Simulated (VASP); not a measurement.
# HfO2 (CdI2 type): single point with PBE

Crystal: HfO2 (CdI2 type).

```xyz
3
Lattice="3.0882 0.0000 0.0000 -1.5441 2.6745 0.0000 0.0000 0.0000 3.3045" Properties=species:S:1:pos:R:3 pbc="T T T"
Hf    0.0000    0.0000    0.0000
O     0.0000    1.7830    0.8984
O     1.5441    0.8915    2.4061
```

- Program: VASP 6.6.1
- Task: single point
- Functional: PBE
- Potentials or basis: VASP PAW PBE potentials, release 64 (Hf_pv, O)
- Cutoff: 520 eV
- k mesh: 13 × 13 × 7
- Occupations: fermi-dirac, width 0.05 eV
- Spin: no spin polarisation

```
Pressure               : 84.1 GPa
Largest force          : 0.215 eV/Å
Band gap on the k mesh : 2.06 eV (least direct gap 2.79 eV)
```

Forces on the atoms (eV/Å):
```
Hf   0.000  0.000  0.000
O    0.000  0.000 -0.215
O    0.000  0.000  0.215
```

Stress tensor (GPa, compression positive):
```
83.51  0.00  0.00
 0.00 83.51  0.00
 0.00  0.00 85.16
```

Levels at points of the mesh, in eV from the valence-band top:
```csv
k point,band 7,band 8,band 9,band 10,band 11,band 12,band 13,band 14,band 15,band 16
"(0.00, 0.00, 0.00)",-6.10,-6.10,-1.03,-1.03,0.00,4.57,5.02,5.02,8.81,10.02
```

It took 25 s on 1 thread of Intel(R) Xeon(R) Platinum 8488C (Sapphire Rapids), on a shared host, peak memory 0.18 GiB.

Caveat: the cell stands under pressure; spin-orbit coupling is left out, which moves the levels of the heavy elements. A k mesh can miss the band edges.
